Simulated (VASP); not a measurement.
Set up this calculation in VASP 6.6.1, as the native input.

```yaml
Task: single point
Functional: PBE
Potentials_or_basis: VASP PAW PBE potentials, release 64 (In_d, Se)
Cutoff: 520 eV
k_mesh: 4 × 4 × 4
Occupations: gaussian, width 0.1 eV
Spin: no spin polarisation
Dipole_correction: no
Further_INCAR_settings: ALGO = Normal; EDIFF = 1e-07; NBANDS = 30
```

The structure of In3Se lies in POSCAR:

```
In3Se
1.0
   -2.9873311400      2.9873311400      2.9873311400
    2.9873311400     -2.9873311400      2.9873311400
    2.9873311400      2.9873311400     -2.9873311400
In Se
3 1
Direct
    0.0000000000      0.5000000000      0.5000000000
    0.5000000000      0.0000000000      0.5000000000
    0.5000000000      0.5000000000      0.0000000000
    0.0000000000      0.0000000000      0.0000000000
```

These files were run (other wordings do the same):

INCAR

```
PREC     = Accurate       # precision mode
ENCUT    = 520            # plane-wave cutoff, eV
EDIFF    = 1E-7           # SCF threshold, eV
ISMEAR   = 0              # smearing method
SIGMA    = 0.1            # smearing width, eV
LREAL    = F              # projectors in reciprocal space
LASPH    = T              # aspherical terms in the spheres
NELM     = 100            # most SCF steps
ALGO     = Normal         # electronic algorithm
ISIF     = 2              # what is computed and relaxed
LWAVE    = F              # write WAVECAR
LCHARG   = T              # write CHGCAR
GGA      = PE             # functional
LELF     = T              # ELF
LVHAR    = T            
NBANDS   = 30             # bands
```

KPOINTS

```
regular mesh
0
Gamma
  4 4 4
```

Potentials or basis: VASP PAW PBE potentials, release 64 (In_d, Se).

Launch:

```sh
$ cat potpaw_PBE.64/In_d/POTCAR potpaw_PBE.64/Se/POTCAR > POTCAR
$ mpirun -np 1 vasp_std > vasp.out
```

It gave:

```
Pressure : 1.7 GPa
```

Caveat: the k points lie up to 0.37 Å⁻¹ apart.

It took 30 s on 1 thread of Intel Xeon 6975P-C, on a shared host, peak memory 0.24 GiB.
